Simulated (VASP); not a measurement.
Runs of VASP 6.6.1 on SnO. The structure is that of space group Pmn2_1 (No. 31), or close to it. The cells are those of the table. 

| cell | gap on the mesh (eV) | pressure (GPa) | largest force (eV/Å) |
| --- | --- | --- | --- |
| a = 3.366, b = 5.693, c = 4.236 Å, 4 atoms | 1.59 | -3.6 | 0.48 |
| a = 3.432, b = 5.804, c = 4.318 Å, 4 atoms | 1.66 | (a) | 1.19 |
| a = 3.332, b = 5.636, c = 4.194 Å, 4 atoms | 1.55 | -1.4 | 0.10 |
| a = 3.399, b = 5.749, c = 4.278 Å, 4 atoms | (b) | -5.4 | 0.85 |
| a = 3.298, b = 5.578, c = 4.150 Å, 4 atoms | (c) | 1.2 | 0.40 |

Alike in all rows: task single point; level PBEsol; potentials or basis VASP PAW PBE potentials, release 64 (Sn_d, O); no spin polarisation; k mesh 6 × 4 × 6; cutoff (eV) 520; smearing gaussian 0.01 eV.

Estimate the missing entries.

(a) -7.0; (b) 1.63; (c) 1.51.

Caveats: the PAW data sets were made with another functional, which shifts forces and pressure a little; spin-orbit coupling is left out, which moves the levels of the heavy elements; the cell stands under tension (at least some runs).

A k mesh can miss the band edges, and the runs leave out spin-orbit coupling on Sn.
